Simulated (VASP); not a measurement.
SnTe, 2 atoms in the cell. The structure is cubic, space group Fm-3m (No. 225). The conventional cell has a = 6.385 Å, b = 6.385 Å, c = 6.385 Å, α = 90.00°, β = 90.00°, γ = 90.00°. Te (site symmetry m-3m) has 6 Sn at 3.19 Å within 4.2 Å. Within 4.2 Å of Sn (site symmetry m-3m) lie 6 Te at 3.19 Å. 

* Program: VASP 6.6.1
* Task: single point
* Functional: r2SCAN
* Potentials or basis: VASP PAW PBE potentials, release 64 (Te, Sn_d)
* Cutoff: 520 eV
* k mesh: 7 × 7 × 7
* Occupations: fermi-dirac, width 0.05 eV
* Spin: no spin polarisation
* Dipole correction: no
* Further INCAR settings: ALGO = Normal; EDIFF = 1e-06; NBANDS = 17

Potentials or basis: VASP PAW PBE potentials, release 64 (Te, Sn_d).

The run is started by

```sh
$ cat potpaw_PBE.64/Te/POTCAR potpaw_PBE.64/Sn_d/POTCAR > POTCAR
$ cp INCAR.step1 INCAR
$ mpirun -np 1 vasp_std > vasp.out
$ cp INCAR.step2 INCAR
$ mpirun -np 1 vasp_std > vasp.out
```

Hardware: 1 thread of Intel(R) Xeon(R) Platinum 8259CL CPU @ 2.50GHz (Skylake/Cascade Lake), on a shared host.

**Question.** How long does it take, and how much memory?

**Answer.** Run time: 84 s on 1 thread of Intel(R) Xeon(R) Platinum 8259CL CPU @ 2.50GHz (Skylake/Cascade Lake), with other jobs on the host, peak memory 0.22 GiB. Counts: k points 20.
